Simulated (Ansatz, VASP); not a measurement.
## W2F3: VASP beside Ansatz

```
W F
1.0
     3.59193    0.00000    0.00000
    -1.79597    3.11070    0.00000
     0.00000    0.00000    5.58846
W F
2 3
Direct
  0.33333 0.66667 0.24500
  0.66667 0.33333 0.75500
  0.00000 0.00000 0.00000
  0.33333 0.66667 0.64500
  0.66667 0.33333 0.35500
```

Alike in both runs: task relaxation of cell and atoms; functional PBE; k mesh 6 × 6 × 4; occupations gaussian, width 0.1 eV; no spin polarisation.

|  | VASP | Ansatz |
| --- | --- | --- |
| version | VASP 6.6.1 | Ansatz 0.2.0 |
| potentials or method | VASP PAW PBE potentials, release 64 (W_sv, F), cutoff 600 eV | scalar-relativistic, plane waves, PAW |
| valence electrons in the cell | 49 | 49 |

|  | VASP | Ansatz | Ansatz less VASP |
| --- | --- | --- | --- |
| gap on the k mesh at the Fermi level, each at its own relaxed structure (eV) | none | none | - |
| relaxed volume (Å³/atom) | 14.11 | 14.41 | +0.294 |
| relaxed cell length with the largest relative difference (Å) | 4.473 | 4.530 | +0.0574 |

A gap of «none» marks a metal or a gap that the smearing closes.

Neither program's run includes spin-orbit coupling.
